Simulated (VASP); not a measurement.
# Si (Fd-3m) in VASP: notebook

Si is run at these levels: PBEsol; tasks: relaxation of cell and atoms.

Program: VASP 6.6.1. These are calculated values, not measurements. Logs are shortened: lines on timing, memory, paths and dates and some standing lists are left out, and cuts for length are marked.

**1. The cell of the first run**

The structure is cubic, space group Fd-3m (No. 227). Conventional cell: a = 5.430 Å, b = 5.430 Å, c = 5.430 Å, α = 90.00°, β = 90.00°, γ = 90.00°. Si (site symmetry -43m) has 4 Si at 2.35 Å within 3.1 Å.

**2. Relaxation of cell and atoms, PBEsol, target pressure 10 GPa, at which the enthalpy is minimised**

INCAR reads:

```
SYSTEM = Si
ALGO = Normal
EDIFF = 1E-7
EDIFFG = -0.01
ENCUT = 500
GGA = PS
GGA_COMPAT = .False.
IBRION = 2
ISIF = 3
ISMEAR = -1
LASPH = .True.
LCHARG = .False.
LREAL = .False.
LWAVE = .False.
NELM = 120
NELMIN = 4
NSW = 80
PREC = Accurate
PSTRESS = 100.0
SIGMA = 0.02
```

KPOINTS reads:

```
k-points
0
Gamma
  8 8 8
  0 0 0
```

POSCAR reads:

```
Si
1.0
    0.0000000000      2.7150000000      2.7150000000
    2.7150000000      0.0000000000      2.7150000000
    2.7150000000      2.7150000000      0.0000000000
Si
2
Direct
    1.0000000000      1.0000000000      1.0000000000
    0.2500000000      0.2500000000      0.2500000000
```

Potentials or basis: VASP PAW PBE potentials, release 64 (Si).

Launch:

```sh
$ cat potpaw_PBE.64/Si/POTCAR > POTCAR
$ mpirun -np 1 vasp_std > vasp.out
```

OUTCAR:

```text
SYSTEM = Si
   EDIFF = 1E-7
   EDIFFG = -0.01
   ENCUT = 500
   GGA = PS
   IBRION = 2
   ISIF = 3
   ISMEAR = -1
   LASPH = .True.
   LREAL = .False.
   NELM = 120
   NELMIN = 4
   NSW = 80
   PREC = Accurate
   PSTRESS = 100.0

 ion  position               nearest neighbor table
   1  0.000  0.000  0.000-   2 2.35   2 2.35   2 2.35   2 2.35
   2  0.250  0.250  0.250-   1 2.35   1 2.35   1 2.35   1 2.35

  LATTYP: Found a face centered cubic cell.
 ALAT       =     5.4300000000

  Lattice vectors:

 A1 = (   0.0000000000,   2.7150000000,   2.7150000000)
 A2 = (   2.7150000000,   0.0000000000,   2.7150000000)
 A3 = (   2.7150000000,   2.7150000000,   0.0000000000)

Analysis of symmetry for initial positions (statically):
=====================================================================
 Subroutine PRICEL returns:
 Original cell was already a primitive cell.

 Routine SETGRP: Setting up the symmetry group for a
 face centered cubic supercell.

 Subroutine GETGRP returns: Found 48 space group operations
 (whereof 24 operations were pure point group operations)
 out of a pool of 48 trial point group operations.

The static configuration has the point symmetry T_d .
 The point group associated with its full space group is O_h .

Analysis of symmetry for dynamics (positions and initial velocities):
=====================================================================
 Subroutine PRICEL returns:
 Original cell was already a primitive cell.

 Routine SETGRP: Setting up the symmetry group for a
 face centered cubic supercell.

 Subroutine GETGRP returns: Found 48 space group operations
 (whereof 24 operations were pure point group operations)
 out of a pool of 48 trial point group operations.

The dynamic configuration has the point symmetry T_d .
 The point group associated with its full space group is O_h .

 Subroutine INISYM returns: Found 48 space group operations
 (whereof 24 operations are pure point group operations),
 and found     1 'primitive' translations

----------------------------------------------------------------------------------------

                                     Primitive cell

  volume of cell :      40.0258

  direct lattice vectors                    reciprocal lattice vectors
     0.000000000  2.715000000  2.715000000    -0.184162063  0.184162063  0.184162063
     2.715000000  0.000000000  2.715000000     0.184162063 -0.184162063  0.184162063
     2.715000000  2.715000000  0.000000000     0.184162063  0.184162063 -0.184162063

  length of vectors
     3.839589822  3.839589822  3.839589822     0.318978049  0.318978049  0.318978049

  position of ions in fractional coordinates (direct lattice)
     0.000000000  0.000000000  0.000000000
     0.250000000  0.250000000  0.250000000

  ion indices of the primitive-cell ions
   primitive index   ion index
                 1           1
                 2           2

----------------------------------------------------------------------------------------

 KPOINTS: k-points

Automatic generation of k-mesh.
 Grid dimensions read from file:
 generate k-points for:    8    8    8

 Generating k-lattice:

  Cartesian coordinates                     Fractional coordinates (reciprocal lattice)
    -0.023020258  0.023020258  0.023020258     0.125000000  0.000000000  0.000000000
     0.023020258 -0.023020258  0.023020258     0.000000000  0.125000000  0.000000000
     0.023020258  0.023020258 -0.023020258     0.000000000  0.000000000  0.125000000

  Length of vectors
     0.039872256  0.039872256  0.039872256

  Shift w.r.t. Gamma in fractional coordinates (k-lattice)
     0.000000000  0.000000000  0.000000000

 Subroutine IBZKPT returns following result:
 ===========================================

 Found     29 irreducible k-points:

 Following reciprocal coordinates:
            Coordinates               Weight
  0.000000  0.000000  0.000000      1.000000
  0.125000  0.000000  0.000000      8.000000
  0.250000  0.000000  0.000000      8.000000
  0.375000  0.000000  0.000000      8.000000
  0.500000  0.000000  0.000000      4.000000
  0.125000  0.125000  0.000000      6.000000
[... 16 lines left out ...]
  0.500000  0.250000  0.125000     48.000000
 -0.375000  0.250000  0.125000     24.000000
 [... further k-points ...]
   k-points           NKPTS =     29   k-points in BZ     NKDIM =     29   number of bands    NBANDS=      8
   number of dos      NEDOS =    301   number of ions     NIONS =      2
   total plane-waves  NPLWV =  21952
   dimension x,y,z NGX =    28 NGY =   28 NGZ =   28
   dimension x,y,z NGXF=    56 NGYF=   56 NGZF=   56
   ions per type =               2
   NGX,Y,Z   is equivalent  to a cutoff of  12.12, 12.12, 12.12 a.u.
   NGXF,Y,Z  is equivalent  to a cutoff of  24.25, 24.25, 24.25 a.u.
 SYSTEM =  Si
   PREC   = accura    normal or accurate (medium, high low for compatibility)
   ISTART =      0    job   : 0-new  1-cont  2-samecut
   ICHARG =      2    charge: 1-file 2-atom 10-const
   ISPIN  =      1    spin polarized calculation?
   LNONCOLLINEAR =      F non collinear calculations
   LSORBIT =      F    spin-orbit coupling
   LASPH  =      T    aspherical Exc in radial PAW
   ENCUT  =  500.0 eV  36.75 Ry    6.06 a.u.   7.00  7.00  7.00*2*pi/ulx,y,z
   NELM   =    120;   NELMIN=  4; NELMDL= -5     # of ELM steps
   EDIFF  = 0.1E-06   stopping-criterion for ELM
   LREAL  =      F    real-space projection
   EDIFFG = -.1E-01   stopping-criterion for IOM
   NSW    =     80    number of steps for IOM
   IBRION =      2    ionic relax: 0-MD 1-quasi-New 2-CG
   NFREE  =      1    steps in history (QN), initial steepest desc. (CG)
   ISIF   =      3    stress and relaxation
   ISYM   =      2    0-nonsym 1-usesym 2-fastsym
   POTIM  = 0.5000    time-step for ionic-motion
   TEBEG  =    0.0;   TEEND  =   0.0 temperature during run
   PSTRESS=  100.0 pullay stress
   NELECT =       8.0000    total number of electrons
   NUPDOWN=      -1.0000    fix difference up-down
   EMIN   =  10.00;   EMAX   =-10.00  energy-range for DOS
   EFERMI =   0.00;   METHOD = LEGACY
   ISMEAR =    -1;   SIGMA  =   0.02  broadening in eV -4-tet -1-fermi 0-gaus
   EFERMI_NEDOS =   21; number of points for ismear=-14 and -15
   IALGO  =     38    algorithm
   IMIX   =      4    mixing-type and parameters
     AMIX     =   0.40;   BMIX     =  1.00
     AMIX_MAG =   1.60;   BMIX_MAG =  1.00
  volume/ion in A,a.u.               =      20.01       135.05
  Fermi-wavevector in a.u.,A,eV,Ry     =   0.957176  1.808800 12.465458  0.916185
  Thomas-Fermi vector in A             =   2.086170
   LORBIT       =      0    0 simple, 1 ext, 2 COOP (PROOUT), +10 PAW based schemes
   GGA     = PS    functional components
   LHFCALC =     F    Hartree Fock is set to
   AEXX    =    0.0000 exact exchange contribution
   IVDW    =     0    specifies the selected vdW correction
   LEPSILON=     F    determine dielectric tensor
   LRPA    =     F    only Hartree local field effects (RPA)
 conjugate gradient relaxation of ions
 non-spin polarized calculation
  energy-cutoff  :      500.00
  volume of cell :       40.03
 maximum number of plane-waves:      1036
   NGX = 13   NGY = 13   NGZ = 13

--------------------------------------- Ionic step        1  -------------------------------------------

 number of electron       8.0000001 magnetization

 Free energy of the ion-electron system (eV)
  ---------------------------------------------------
  ext. energy  EPLUGINS =         0.00000000
  ---------------------------------------------------
  free energy    TOTEN  =       -11.48905091 eV

  energy without entropy =      -11.48905088  energy(sigma->0) =      -11.48905089

------------------------ aborting loop because EDIFF is reached ----------------------------------------

  FORCE on cell =-STRESS in cart. coord.  units (eV):
  Direction    XX          YY          ZZ          XY          YZ          ZX
  --------------------------------------------------------------------------------------
  -------------------------------------------------------------------------------------
  Total        0.0760611      0.0760611      0.0760611     -0.0000000     -0.0000000     -0.0000000
  in kB        3.0446230      3.0446230      3.0446230     -0.0000000     -0.0000000     -0.0000000
  external PRESSURE =     -96.9553770 kB  Pullay stress =     100.0000000 kB
[... 23 lines left out ...]
  enthalpy is  TOTEN    =        -8.9908410662 eV   P V=        2.4982098424

--------------------------------------- Ionic step        2  -------------------------------------------

 number of electron       8.0000001 magnetization

 E-fermi :   7.8525     XC(G=0): -10.2627

 val. band max:        7.7843975471   @ k =   0.0000   0.0000   0.0000
 cond. band min:       7.9454731649   @ k =   0.3750   0.3750   0.0000
 fundamental gap:      0.1610756178
 Fermi energy:         7.8524527480

 k-point     1 :       0.0000    0.0000    0.0000
  band No.  band energies     occupation
      1      -5.5581      2.00000
      2       7.7844      1.93558
      3       7.7844      1.93558
      4       7.7844      1.93558
      5      10.3510      0.00000
      6      10.3510      0.00000
      7      10.3510      0.00000
      8      13.2879      0.00000
[... 326 lines left out ...]
  enthalpy is  TOTEN    =        -9.0968410547 eV   P V=        2.2977914985

--------------------------------------- Ionic step        4  -------------------------------------------

 number of electron       7.9999999 magnetization

 Free energy of the ion-electron system (eV)
  ---------------------------------------------------
  ext. energy  EPLUGINS =         0.00000000
  ---------------------------------------------------
  free energy    TOTEN  =       -11.39077996 eV

  energy without entropy =      -11.39077895  energy(sigma->0) =      -11.39077946

 E-fermi :   6.8636     XC(G=0):  -9.8849

 val. band max:        6.6949385738   @ k =   0.0000   0.0000   0.0000
 cond. band min:       7.0474908600   @ k =   0.3750   0.3750   0.0000
 fundamental gap:      0.3525522862
 Fermi energy:         6.8635867042

 k-point     1 :       0.0000    0.0000    0.0000
  band No.  band energies     occupation
      1      -5.9103      2.00000
      2       6.6949      1.99956
      3       6.6949      1.99956
      4       6.6949      1.99956
      5       9.2407      0.00000
      6       9.2407      0.00000
      7       9.2407      0.00000
      8      11.0248      0.00000
[... 282 lines left out ...]
  FREE ENERGIE OF THE ION-ELECTRON SYSTEM (eV)
  ---------------------------------------------------
  free  energy   TOTEN  =       -11.3907799640 eV

  energy  without entropy=      -11.3907789538  energy(sigma->0) =      -11.39077946

  enthalpy is  TOTEN    =        -9.0968834306 eV   P V=        2.2938965334

 reached required accuracy - stopping structural energy minimisation
```

Run time: 25 s. Hardware: 1 thread of AMD EPYC 7R13 (Zen 3), shared host; peak memory 0.12 GiB.

What came out:

* Free energy: -11.3908 eV
* Relaxed volume: 18.38 Å³/atom
* Relaxed cell: a = 3.732 Å, b = 3.732 Å, c = 3.732 Å, α = 60.00°, β = 60.00°, γ = 60.00°
* Space group after relaxing (to 0.1 Å): Fd-3m (No. 227)
* Energy change on relaxing (the run minimises the enthalpy): +49.1 meV/atom
* Ionic steps: 4
* Pressure after relaxing: 10.0 GPa
* Band gap on the k mesh: 0.35 eV (least direct gap 2.55 eV)

Step by step:
| step | energy change (eV) | largest force (eV/Å) | pressure (GPa) | volume (Å³) |
| --- | --- | --- | --- | --- |
| 1 | 0.0000 | 0.0000 | 0.30 | 40.03 |
| 2 | 0.4540 | 0.0000 | 25.23 | 33.41 |
| 3 | 0.0944 | 0.0000 | 9.78 | 36.81 |
| 4 | 0.0983 | 0.0000 | 10.01 | 36.75 |

Final structure:
```cif
data_structure
_symmetry_space_group_name_H-M 'P 1'
_symmetry_Int_Tables_number 1
_cell_length_a 3.7319
_cell_length_b 3.7319
_cell_length_c 3.7319
_cell_angle_alpha 60.000
_cell_angle_beta 60.000
_cell_angle_gamma 60.000
_cell_volume 36.75
loop_
_atom_site_label
_atom_site_type_symbol
_atom_site_fract_x
_atom_site_fract_y
_atom_site_fract_z
_atom_site_occupancy
Si1 Si 0.00000 0.00000 0.00000 1
Si2 Si 0.25000 0.25000 0.25000 1
```

Levels at points of the mesh, in eV from the valence-band top:
```
           k point  band 1  band 2  band 3  band 4  band 5  band 6  band 7  band 8
(0.00, 0.00, 0.00)  -12.61    0.00    0.00    0.00    2.55    2.55    2.55    4.33
(0.50, 0.00, 0.00)  -10.03   -7.45   -1.28   -1.28    1.77    3.22    3.22    7.62
(0.50, 0.50, 0.00)   -8.12   -8.12   -3.11   -3.11    0.41    0.41   10.81   10.81
```

Caveat: the cell is relaxed towards a set pressure, so the run minimises the enthalpy, not the energy; semilocal functionals underestimate gaps, and a narrow one can read as zero; the PAW data sets were made with another functional, which shifts forces and pressure a little.

**3. Relaxation of cell and atoms, PBEsol, target pressure 20 GPa, at which the enthalpy is minimised**

INCAR reads:

```
SYSTEM = Si
PREC = Accurate
ENCUT = 500
EDIFF = 1E-7
ISMEAR = -1
SIGMA = 0.02
LREAL = .FALSE.
LASPH = .TRUE.
NELM = 120
ALGO = Normal
ISIF = 3
LWAVE = .FALSE.
LCHARG = .FALSE.
GGA = PS
IBRION = 2
NSW = 80
EDIFFG = -0.01
PSTRESS = 200.0
GGA_COMPAT = .FALSE.
NELMIN = 4
```

KPOINTS reads:

```
Automatic mesh
0
G
  8 8 8
  0 0 0
```

POSCAR is that of step 2.

Potentials or basis: VASP PAW PBE potentials, release 64 (Si).

Launch:

```sh
$ cat potpaw_PBE.64/Si/POTCAR > POTCAR
$ mpirun -np 1 vasp_std > vasp.out
```

Wall time 37 s (1 thread of AMD EPYC 7R13 (Zen 3), shared host); peak memory 0.11 GiB.

It converged, with:

| Property | Result |
| --- | --- |
| Free energy | -11.1744 eV |
| Relaxed volume | 17.20 Å³/atom |
| Relaxed cell | a = 3.651 Å, b = 3.651 Å, c = 3.651 Å, α = 60.00°, β = 60.00°, γ = 60.00° |
| Space group after relaxing (to 0.1 Å) | Fd-3m (No. 227) |
| Energy change on relaxing (the run minimises the enthalpy) | +157.3 meV/atom |
| Ionic steps | 7 |
| Pressure after relaxing | 20.0 GPa |
| Band gap on the k mesh | 0.22 eV (least direct gap 2.56 eV) |

Step by step:
| step | energy change (eV) | largest force (eV/Å) | pressure (GPa) | volume (Å³) |
| --- | --- | --- | --- | --- |
| 1 | 0.0000 | 0.0000 | 0.30 | 40.03 |
| 2 | 2.2385 | 0.0000 | 76.63 | 27.40 |
| 3 | 0.2731 | 0.0000 | 18.33 | 34.75 |
| 4 | 0.3070 | 0.0000 | 19.70 | 34.46 |
| 5 | 0.3201 | 0.0000 | 20.22 | 34.36 |
| 6 | 0.3069 | 0.0000 | 19.70 | 34.46 |
| 7 | 0.3146 | 0.0000 | 20.01 | 34.40 |

Final structure:
```
CELL_PARAMETERS angstrom
0.00000 2.58138 2.58138
2.58138 0.00000 2.58138
2.58138 2.58138 0.00000
ATOMIC_POSITIONS crystal
Si 0.00000 0.00000 0.00000
Si 0.25000 0.25000 0.25000
```

Levels at points of the mesh, in eV from the valence-band top:
| k point | band 1 | band 2 | band 3 | band 4 | band 5 | band 6 | band 7 | band 8 |
| --- | --- | --- | --- | --- | --- | --- | --- | --- |
| (0.00, 0.00, 0.00) | -13.11 | 0.00 | 0.00 | 0.00 | 2.56 | 2.56 | 2.56 | 5.14 |
| (0.50, 0.00, 0.00) | -10.35 | -7.81 | -1.34 | -1.34 | 2.00 | 3.16 | 3.16 | 7.68 |
| (0.50, 0.50, 0.00) | -8.37 | -8.37 | -3.30 | -3.30 | 0.24 | 0.24 | 11.41 | 11.41 |

Caveat: the cell is relaxed towards a set pressure, so the run minimises the enthalpy, not the energy; semilocal functionals underestimate gaps, and a narrow one can read as zero; the PAW data sets were made with another functional, which shifts forces and pressure a little.
